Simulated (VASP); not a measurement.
Wanted: the native input for a VASP 6.6.1 run.

* Task: relaxation of cell and atoms
* Functional: PBE
* Potentials or basis: VASP PAW PBE potentials, release 64 (Nb_sv, In_d, Se)
* Cutoff: 600 eV
* k mesh: 3 × 3 × 3
* Occupations: gaussian, width 0.15 eV
* Spin: no spin polarisation
* Dipole correction: no
* Further INCAR settings: ALGO = Normal; EDIFF = 1e-06; IBRION = 2; EDIFFG = -0.08; NSW = 36; ISIF = 3

The structure of NbIn2Se3 lies in POSCAR:

```
NbIn2Se3
1.0
    3.0836314800      1.7803354600      4.5237766100
   -3.0836314800      1.7803354600      4.5237766100
    0.0000000000     -3.5606709300      4.5237766100
Nb In Se
1 2 3
Direct
    0.0000000000      0.0000000000      0.0000000000
    0.6267769900      0.6267769900      0.6267769900
    0.3732230100      0.3732230100      0.3732230100
    0.0000000000      0.5000000000      0.0000000000
    0.5000000000      0.0000000000      0.0000000000
    0.0000000000      0.0000000000      0.5000000000
```

The cell was built from a structure type or drawn by symmetry, and may not be a known phase.

The input as run:

INCAR

```
SYSTEM = NbIn2Se3
  ALGO = Normal
  EDIFF = 1E-6
  EDIFFG = -0.08
  ENCUT = 600
  GGA = PE
  IBRION = 2
  ISIF = 3
  ISMEAR = 0
  LASPH = .TRUE.
  LCHARG = .FALSE.
  LREAL = .FALSE.
  LWAVE = .FALSE.
  NELM = 80
  NSW = 36
  PREC = Accurate
  SIGMA = 0.15
```

KPOINTS

```
k-points
0
G
  3 3 3
  0 0 0
```

Potentials or basis: VASP PAW PBE potentials, release 64 (Nb_sv, In_d, Se).

The run is started by

```sh
$ cat potpaw_PBE.64/Nb_sv/POTCAR potpaw_PBE.64/In_d/POTCAR potpaw_PBE.64/Se/POTCAR > POTCAR
$ mpirun -np 1 vasp_std > vasp.out
```

It gave:

* Relaxed volume: 25.58 Å³/atom
* Relaxed cell: a = 5.375 Å, b = 5.375 Å, c = 5.375 Å, α = 84.78°, β = 84.78°, γ = 84.78°
* Space group after relaxing (to 0.1 Å): R-3m (No. 166)
* Pressure after relaxing: 0.3 GPa
* Largest force after relaxing: 0.079 eV/Å
* Band gap on the k mesh: zero (an odd number of electrons rules out a gap without spin polarisation)

Caveat: the k points lie up to 0.39 Å⁻¹ apart in the final cell, too coarse for converged energies and pressures of a metal; spin-orbit coupling is left out, which moves the levels of the heavy elements; the relaxation stopped at a loose force limit of 0.08 eV/Å, so its end isn't a converged minimum.

Run time: 8 min on 1 thread of Intel(R) Xeon(R) 6975P-C (Granite Rapids), on a shared host, peak memory 0.37 GiB.
